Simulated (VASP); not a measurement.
Wanted: the native input for a VASP 6.6.1 run.

```yaml
Task: single point
Functional: r2SCAN
Potentials_or_basis: VASP PAW PBE potentials, release 64 (Ti_sv, O)
Cutoff: 520 eV
k_mesh: 6 × 6 × 8
Occupations: gaussian, width 0.02 eV
Spin: no spin polarisation
Hubbard_terms: Ti d U = 4.0 eV
Dipole_correction: no
Further_INCAR_settings: ALGO = Normal; EDIFF = 1e-06; NBANDS = 33
```

TiO2:

```xyz
6
Lattice="4.4594 0.0000 0.0000 0.0000 4.4594 0.0000 0.0000 0.0000 3.0586" Properties=species:S:1:pos:R:3 pbc="T T T"
Ti    2.2297    2.2297    0.0000
Ti    0.0000    0.0000    1.5293
O     3.0991    3.0991    1.5293
O     3.5900    0.8694    0.0000
O     0.8694    3.5900    0.0000
O     1.3603    1.3603    1.5293
```

This cell differs from its parent crystal: biaxial strain in the a-b plane: -3.0 %, then relaxed in part.

These files were run (other wordings do the same):

POSCAR

```
TiO2
1.0
    4.4594152062      0.0000000000      0.0000000000
    0.0000000000      4.4594152062      0.0000000000
    0.0000000000      0.0000000000      3.0586261594
Ti O
2 4
Direct
    0.5000000000      0.5000000000      0.0000000000
    0.0000000000      0.0000000000      0.5000000000
    0.6949666168      0.6949666168      0.5000000000
    0.8050333832      0.1949666168      0.0000000000
    0.1949666168      0.8050333832      0.0000000000
    0.3050333832      0.3050333832      0.5000000000
```

INCAR.step1

```
SYSTEM = TiO2
PREC = Accurate ; ENCUT = 520
ISMEAR = 0 ; SIGMA = 0.02
LREAL = .FALSE. ; LASPH = .TRUE.
NELM = 150 ; LMAXMIX = 4
LDAU = .TRUE. ; LDAUTYPE = 2
LDAUL = 2 -1 ; LDAUU = 4 0
LDAUJ = 0 0 ; NBANDS = 33
GGA = PE ; ALGO = Normal
EDIFF = 1E-4 ; LWAVE = .TRUE.
LCHARG = .FALSE.
```

INCAR.step2

```
SYSTEM = TiO2
PREC = Accurate ; ENCUT = 520
EDIFF = 1E-6 ; ISMEAR = 0
SIGMA = 0.02 ; LREAL = .FALSE.
LASPH = .TRUE. ; NELM = 150
ALGO = Normal ; ISIF = 2
LWAVE = .FALSE. ; LCHARG = .FALSE.
LMAXMIX = 4 ; LDAU = .TRUE.
LDAUTYPE = 2 ; LDAUL = 2 -1
LDAUU = 4 0 ; LDAUJ = 0 0
LDAUPRINT = 1 ; METAGGA = R2SCAN
LMIXTAU = .TRUE. ; NBANDS = 33
ISTART = 1
```

KPOINTS

```
Automatic mesh
0
G
  6 6 8
  0 0 0
```

Potentials or basis: VASP PAW PBE potentials, release 64 (Ti_sv, O).

Command:

```bash
$ cat potpaw_PBE.64/Ti_sv/POTCAR potpaw_PBE.64/O/POTCAR > POTCAR
$ cp INCAR.step1 INCAR
$ mpirun -np 1 vasp_std > vasp.out
$ cp INCAR.step2 INCAR
$ mpirun -np 1 vasp_std > vasp.out
```

It gave:

* Pressure: 13.9 GPa
* Largest force: 0.057 eV/Å
* Band gap on the k mesh: 2.88 eV, direct

Caveat: the cell differs from its parent crystal (biaxial strain in the a-b plane: -3.0 %, then relaxed in part); the PAW data sets were made with another functional, which shifts forces and pressure a little.

Run time: 5 min on 1 thread of Intel Xeon 6975P-C, with other jobs on the host, peak memory 0.23 GiB.
